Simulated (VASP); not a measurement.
Fe, 1 atom in the cell. It takes space group I4/mmm (No. 139, tetragonal). Conventional cell: a = 2.694 Å, b = 2.694 Å, c = 3.128 Å, α = 90.00°, β = 90.00°, γ = 90.00°. Within 3.3 Å of Fe (site symmetry 4/mmm) lie 14 Fe at 2.46 to 3.13 Å.  This cell differs from its parent crystal: volume 11.351 Å^3 an atom, c/a of the conventional cell 1.1612.

* Program: VASP 6.6.1
* Task: single point
* Functional: PBE
* Potentials or basis: VASP PAW PBE potentials, release 64 (Fe)
* Cutoff: 520 eV
* k mesh: 12 × 12 × 12
* Occupations: gaussian, width 0.15 eV
* Spin: collinear spin, ferromagnetic start
* Starting moments: [2.44] μB
* Dipole correction: no
* Further INCAR settings: ALGO = Normal; EDIFF = 1e-06; NBANDS = 14

Potentials or basis: VASP PAW PBE potentials, release 64 (Fe).

Run with:

```console
$ cat potpaw_PBE.64/Fe/POTCAR > POTCAR
$ mpirun -np 1 vasp_std > vasp.out
```

Hardware: 1 thread of AMD EPYC 7571, with other jobs on the host.

Task: How long does it take, and how much memory?

Result: It took 94 s on 1 thread of AMD EPYC 7571, with other jobs on the host, peak memory 0.12 GiB. Counts: scf iterations 15, k points 163.
